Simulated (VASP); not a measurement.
Write the native input for VASP 6.6.1 that does the following.

| Property | Result |
| --- | --- |
| Task | single point |
| Functional | PBE |
| Potentials or basis | VASP PAW PBE potentials, release 64 (Ta_pv, Bi_d, O) |
| Cutoff | 600 eV |
| k mesh | 4 × 4 × 3 |
| Occupations | gaussian, width 0.15 eV |
| Spin | no spin polarisation |
| Dipole correction | no |
| Further INCAR settings | ALGO = Normal; EDIFF = 1e-06; NBANDS = 23 |

The structure of TaBiO lies in POSCAR:

```
TaBiO
1.0
    3.5371766799      0.0000000000      0.0000000000
   -1.7685883400      3.0632848625      0.0000000000
    0.0000000000      0.0000000000      5.0364485086
Ta Bi O
1 1 1
Direct
    0.3333333333      0.6666666667      0.0000000000
    0.0000000000      0.0000000000      0.5000000000
    0.6666666667      0.3333333333      0.0000000000
```

The cell was built from a structure type or drawn by symmetry, and may not be a known phase.

The input as run:

INCAR

```
SYSTEM = TaBiO
PREC = Accurate ; ENCUT = 600
EDIFF = 1E-6 ; ISMEAR = 0
SIGMA = 0.15 ; LREAL = .False.
LASPH = .True. ; NELM = 120
ALGO = Normal ; ISIF = 2
LWAVE = .False. ; LCHARG = .True.
GGA = PE ; LELF = .True.
LVHAR = .True. ; NBANDS = 23
GGA_COMPAT = .False.
```

KPOINTS

```
regular mesh
0
Gamma
  4 4 3
  0 0 0
```

Potentials or basis: VASP PAW PBE potentials, release 64 (Ta_pv, Bi_d, O).

Launch:

```bash
$ cat potpaw_PBE.64/Ta_pv/POTCAR potpaw_PBE.64/Bi_d/POTCAR potpaw_PBE.64/O/POTCAR > POTCAR
$ mpirun -np 1 vasp_std > vasp.out
```

It gave:

```yaml
Pressure: 0.1 GPa
Band_gap_on_the_k_mesh: zero (bands 16 and 17 overlap by 0.97 eV)
```

Caveat: the k points lie up to 0.51 Å⁻¹ apart, too coarse for converged energies and pressures of a metal; spin-orbit coupling is left out, which moves the levels of the heavy elements.

Wall time 7 s on 1 thread of Intel(R) Xeon(R) 6975P-C (Granite Rapids), with other jobs on the host, peak memory 0.18 GiB.
